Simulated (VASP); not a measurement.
# Ti (Fm-3m) in VASP: a series of runs

Ti is run at these levels: LDA; tasks: electric field gradients.

All numbers are computed with VASP 6.6.1; they aren't measurements. Logs are shortened: lines on timing, memory, paths and dates and some standing lists are left out, and cuts for length are marked.

## 1. The cell of the first run

Symmetry: Fm-3m, No. 225, cubic system. The conventional cell has a = 4.060 Å, b = 4.060 Å, c = 4.060 Å, α = 90.00°, β = 90.00°, γ = 90.00°. Within 3.8 Å of Ti (site symmetry m-3m) lie 12 Ti at 2.87 Å.

## 2. Electric field gradients, LDA

INCAR reads:

```
SYSTEM = Ti
PREC     = Accurate       ! precision mode
ENCUT    = 520            ! plane-wave cutoff, eV
EDIFF    = 1E-8           ! SCF threshold, eV
ISMEAR   = -1             ! smearing method
SIGMA    = 0.05           ! smearing width, eV
LREAL    = .FALSE.        ! projectors in reciprocal space
LASPH    = .TRUE.         ! aspherical terms in the spheres
NELM     = 80             ! most SCF steps
ALGO     = Normal         ! electronic algorithm
ISIF     = 2              ! what is computed and relaxed
LWAVE    = .FALSE.        ! write WAVECAR
LCHARG   = .FALSE.        ! write CHGCAR
GGA      = CA             ! functional
LEFG     = .TRUE.       
NBANDS   = 12             ! bands
```

KPOINTS reads:

```
Automatic mesh
0
G
  14 14 14
  0 0 0
```

POSCAR reads:

```
Ti
1.0
    0.0000000000      2.0300000000      2.0300000000
    2.0300000000      0.0000000000      2.0300000000
    2.0300000000      2.0300000000      0.0000000000
Ti
1
Direct
    0.0000000000      0.0000000000      0.0000000000
```

Potentials or basis: VASP PAW LDA potentials, release 64 (Ti_sv).

On the command line:

```console
$ cat potpaw_LDA.64/Ti_sv/POTCAR > POTCAR
$ mpirun -np 1 vasp_std > vasp.out
```

OUTCAR:

```text
SYSTEM = Ti
   PREC = Accurate
   ENCUT = 520
   EDIFF = 1E-8
   ISMEAR = -1
   LREAL = .FALSE.
   LASPH = .TRUE.
   NELM = 80
   ISIF = 2
   GGA = CA

 ion  position               nearest neighbor table
   1  0.000  0.000  0.000-

  LATTYP: Found a face centered cubic cell.
 ALAT       =     4.0600000000

  Lattice vectors:

 A1 = (   0.0000000000,   2.0300000000,   2.0300000000)
 A2 = (   2.0300000000,   0.0000000000,   2.0300000000)
 A3 = (   2.0300000000,   2.0300000000,   0.0000000000)

Analysis of symmetry for initial positions (statically):
=====================================================================
 Subroutine PRICEL returns:
 Original cell was already a primitive cell.

 Routine SETGRP: Setting up the symmetry group for a
 face centered cubic supercell.

 Subroutine GETGRP returns: Found 48 space group operations
 (whereof 48 operations were pure point group operations)
 out of a pool of 48 trial point group operations.

The static configuration has the point symmetry O_h .

Analysis of symmetry for dynamics (positions and initial velocities):
=====================================================================
 Subroutine PRICEL returns:
 Original cell was already a primitive cell.

 Routine SETGRP: Setting up the symmetry group for a
 face centered cubic supercell.

 Subroutine GETGRP returns: Found 48 space group operations
 (whereof 48 operations were pure point group operations)
 out of a pool of 48 trial point group operations.

The dynamic configuration has the point symmetry O_h .

 Subroutine INISYM returns: Found 48 space group operations
 (whereof 48 operations are pure point group operations),
 and found     1 'primitive' translations

----------------------------------------------------------------------------------------

                                     Primitive cell

  volume of cell :      16.7309

  direct lattice vectors                    reciprocal lattice vectors
     0.000000000  2.030000000  2.030000000    -0.246305419  0.246305419  0.246305419
     2.030000000  0.000000000  2.030000000     0.246305419 -0.246305419  0.246305419
     2.030000000  2.030000000  0.000000000     0.246305419  0.246305419 -0.246305419

  length of vectors
     2.870853532  2.870853532  2.870853532     0.426613499  0.426613499  0.426613499

  position of ions in fractional coordinates (direct lattice)
     0.000000000  0.000000000  0.000000000

  ion indices of the primitive-cell ions
   primitive index   ion index
                 1           1

----------------------------------------------------------------------------------------

 KPOINTS: Automatic mesh

Automatic generation of k-mesh.
 Grid dimensions read from file:
 generate k-points for:   14   14   14

 Generating k-lattice:

  Cartesian coordinates                     Fractional coordinates (reciprocal lattice)
    -0.017593244  0.017593244  0.017593244     0.071428571  0.000000000  0.000000000
     0.017593244 -0.017593244  0.017593244     0.000000000  0.071428571  0.000000000
     0.017593244  0.017593244 -0.017593244     0.000000000  0.000000000  0.071428571

  Length of vectors
     0.030472393  0.030472393  0.030472393

  Shift w.r.t. Gamma in fractional coordinates (k-lattice)
     0.000000000  0.000000000  0.000000000

 Subroutine IBZKPT returns following result:
 ===========================================

 Found    104 irreducible k-points:

 Following reciprocal coordinates:
            Coordinates               Weight
  0.000000  0.000000  0.000000      1.000000
  0.071429  0.000000  0.000000      8.000000
  0.142857  0.000000  0.000000      8.000000
  0.214286  0.000000  0.000000      8.000000
  0.285714  0.000000  0.000000      8.000000
  0.357143  0.000000  0.000000      8.000000
[... 16 lines left out ...]
  0.214286  0.142857  0.000000     24.000000
  0.285714  0.142857  0.000000     24.000000
 [... further k-points ...]
   k-points           NKPTS =    104   k-points in BZ     NKDIM =    104   number of bands    NBANDS=     12
   number of dos      NEDOS =    301   number of ions     NIONS =      1
   total plane-waves  NPLWV =  13824
   dimension x,y,z NGX =    24 NGY =   24 NGZ =   24
   dimension x,y,z NGXF=    48 NGYF=   48 NGZF=   48
   ions per type =               1
   NGX,Y,Z   is equivalent  to a cutoff of  13.90, 13.90, 13.90 a.u.
   NGXF,Y,Z  is equivalent  to a cutoff of  27.80, 27.80, 27.80 a.u.
 SYSTEM =  Ti
   PREC   = accura    normal or accurate (medium, high low for compatibility)
   ISTART =      0    job   : 0-new  1-cont  2-samecut
   ICHARG =      2    charge: 1-file 2-atom 10-const
   ISPIN  =      1    spin polarized calculation?
   LNONCOLLINEAR =      F non collinear calculations
   LSORBIT =      F    spin-orbit coupling
   LASPH  =      T    aspherical Exc in radial PAW
   ENCUT  =  520.0 eV  38.22 Ry    6.18 a.u.   5.34  5.34  5.34*2*pi/ulx,y,z
   NELM   =     80;   NELMIN=  2; NELMDL= -5     # of ELM steps
   EDIFF  = 0.1E-07   stopping-criterion for ELM
   LREAL  =      F    real-space projection
   EDIFFG = 0.1E-06   stopping-criterion for IOM
   NSW    =      0    number of steps for IOM
   IBRION =     -1    ionic relax: 0-MD 1-quasi-New 2-CG
   NFREE  =      0    steps in history (QN), initial steepest desc. (CG)
   ISIF   =      2    stress and relaxation
   ISYM   =      2    0-nonsym 1-usesym 2-fastsym
   POTIM  = 0.5000    time-step for ionic-motion
   TEBEG  =    0.0;   TEEND  =   0.0 temperature during run
   PSTRESS=    0.0 pullay stress
   NELECT =      12.0000    total number of electrons
   NUPDOWN=      -1.0000    fix difference up-down
   EMIN   =  10.00;   EMAX   =-10.00  energy-range for DOS
   EFERMI =   0.00;   METHOD = LEGACY
   ISMEAR =    -1;   SIGMA  =   0.05  broadening in eV -4-tet -1-fermi 0-gaus
   EFERMI_NEDOS =   21; number of points for ismear=-14 and -15
   IALGO  =     38    algorithm
   IMIX   =      4    mixing-type and parameters
     AMIX     =   0.40;   BMIX     =  1.00
     AMIX_MAG =   1.60;   BMIX_MAG =  1.00
  volume/ion in A,a.u.               =      16.73       112.91
  Fermi-wavevector in a.u.,A,eV,Ry     =   1.465421  2.769245 29.217967  2.147460
  Thomas-Fermi vector in A             =   2.581280
   LORBIT       =      0    0 simple, 1 ext, 2 COOP (PROOUT), +10 PAW based schemes
   GGA     = CA    functional components
   LHFCALC =     F    Hartree Fock is set to
   AEXX    =    0.0000 exact exchange contribution
   IVDW    =     0    specifies the selected vdW correction
   LEPSILON=     F    determine dielectric tensor
   LRPA    =     F    only Hartree local field effects (RPA)
 non-spin polarized calculation
  energy-cutoff  :      520.00
  volume of cell :       16.73
 maximum number of plane-waves:       464
 NGX is ok and might be reduce to    24
   NGX = 11   NGY = 11   NGZ = 11

 number of electron      12.0000002 magnetization

 Free energy of the ion-electron system (eV)
  ---------------------------------------------------
  ext. energy  EPLUGINS =         0.00000000
  ---------------------------------------------------
  free energy    TOTEN  =        -8.49343646 eV

  energy without entropy =       -8.47848991  energy(sigma->0) =       -8.48596319

 E-fermi :   8.3808     XC(G=0): -11.9646

 val. band max:        8.3783950643   @ k =   0.5000   0.2857   0.1429
 cond. band min:       8.3821314943   @ k =  -0.4286   0.2857   0.1429
 fundamental gap:      0.0037364300
 Fermi energy:         8.3808406697

 k-point     1 :       0.0000    0.0000    0.0000
  band No.  band energies     occupation
      1     -47.5742      2.00000
      2     -23.7559      2.00000
      3     -23.7559      2.00000
      4     -23.7559      2.00000
      5       2.2836      2.00000
      6       9.2515      0.00000
      7       9.2515      0.00000
      8       9.2515      0.00000
      9      10.9423      0.00000
     10      10.9423      0.00000
     11      23.9393      0.00000
     12      28.5148      0.00000

 k-point     2 :       0.0714    0.0000    0.0000
  band No.  band energies     occupation
      1     -47.5668      2.00000
      2     -23.7960      2.00000
      3     -23.7609      2.00000
      4     -23.7609      2.00000
      5       2.4548      2.00000
      6       9.1463      0.00000
      7       9.3138      0.00000
      8       9.3138      0.00000
      9      10.9022      0.00000
     10      10.9022      0.00000
     11      24.0880      0.00000
     12      27.2911      0.00000

 k-point     3 :       0.1429    0.0000    0.0000
  band No.  band energies     occupation
      1     -47.5462      2.00000
      2     -23.9076      2.00000
      3     -23.7747      2.00000
      4     -23.7747      2.00000
      5       2.9472      2.00000
      6       8.8786      0.00009
      7       9.4563      0.00000
      8       9.4563      0.00000
      9      10.8362      0.00000
     10      10.8362      0.00000
     11      24.1804      0.00000
     12      25.4697      0.00000
[... 286 lines left out ...]
 k-point    23 :       0.2143    0.1429    0.0000
  band No.  band energies     occupation
      1     -47.5145      2.00000
      2     -24.0061      2.00000
      3     -23.8334      2.00000
      4     -23.8273      2.00000
      5       3.7093      2.00000
      6       8.3368      1.41425
      7       9.7121      0.00000
      8       9.8529      0.00000
      9      10.2608      0.00000
     10      11.2511      0.00000
     11      24.3450      0.00000
     12      25.1681      0.00000

 k-point    24 :       0.2857    0.1429    0.0000
  band No.  band energies     occupation
      1     -47.4854      2.00000
      2     -24.1472      2.00000
      3     -23.8586      2.00000
      4     -23.8509      2.00000
      5       4.4605      2.00000
      6       8.0763      1.99548
      7       9.3893      0.00000
      8       9.9212      0.00000
      9      10.7158      0.00000
     10      11.4753      0.00000
     11      22.4078      0.00000
     12      24.8824      0.00000

 [... further k-points ...]
[... 5 lines left out ...]
  --------------------------------------------------------------------------------------
  -------------------------------------------------------------------------------------
  Total       -0.5226177     -0.5226177     -0.5226177     -0.0000000     -0.0000000      0.0000000
  in kB      -50.0468277    -50.0468277    -50.0468277     -0.0000000     -0.0000000      0.0000000
  external PRESSURE =     -50.0468277 kB  Pullay stress =       0.0000000 kB

 VOLUME and BASIS-vectors are now :
 -----------------------------------------------------------------------------
  energy-cutoff  :      520.00
  volume of cell :       16.73
      direct lattice vectors                 reciprocal lattice vectors
     0.000000000  2.030000000  2.030000000    -0.246305419  0.246305419  0.246305419
     2.030000000  0.000000000  2.030000000     0.246305419 -0.246305419  0.246305419
     2.030000000  2.030000000  0.000000000     0.246305419  0.246305419 -0.246305419

 POSITION                                       TOTAL-FORCE (eV/Angst)
 -----------------------------------------------------------------------------------
      0.00000      0.00000      0.00000        -0.000000      0.000000     -0.000000
 -----------------------------------------------------------------------------------
    total drift:                               -0.000000      0.000000     -0.000000

  FREE ENERGIE OF THE ION-ELECTRON SYSTEM (eV)
  ---------------------------------------------------
  free  energy   TOTEN  =        -8.4934364605 eV

  energy  without entropy=       -8.4784899097  energy(sigma->0) =       -8.48596319

 Electric field gradients (V/A^2)
---------------------------------------------------------------------
 ion       V_xx      V_yy      V_zz      V_xy      V_xz      V_yz
---------------------------------------------------------------------
   1      -0.000    -0.000    -0.000    -0.001    -0.001    -0.001
---------------------------------------------------------------------

 Electric field gradients after diagonalization (V/A^2)
 (convention: |V_zz| > |V_xx| > |V_yy|)
----------------------------------------------------------------------
 ion       V_xx      V_yy      V_zz     asymmetry (V_yy - V_xx)/ V_zz
----------------------------------------------------------------------
   1       0.001     0.001    -0.001       0.000
----------------------------------------------------------------------

           NMR quadrupolar parameters

 Cq : quadrupolar parameter    Cq=e*Q*V_zz/h
 eta: asymmetry parameters     (V_yy - V_xx)/ V_zz
 Q  : nuclear electric quadrupole moment in mb (millibarn)
----------------------------------------------------------------------
 ion       Cq(MHz)       eta       Q (mb)
----------------------------------------------------------------------
   1      -0.000       0.000       1.000
----------------------------------------------------------------------
```

Run time: 11 s. Hardware: 1 thread of Intel Xeon Platinum 8488C (Sapphire Rapids), shared host; peak memory 0.14 GiB.

Results:

| Property | Result |
| --- | --- |
| Free energy | -8.4934 eV |
| Pressure | -5.0 GPa |
| Band gap on the k mesh | zero (band 6 reaches 9.25 eV, above the bottom of band 7 at 7.95 eV) |

Caveat: without QUAD_EFG the Cq values of the log hold for a quadrupole moment of 1 mb, not for the nuclei.

[end of part 1 of 2]
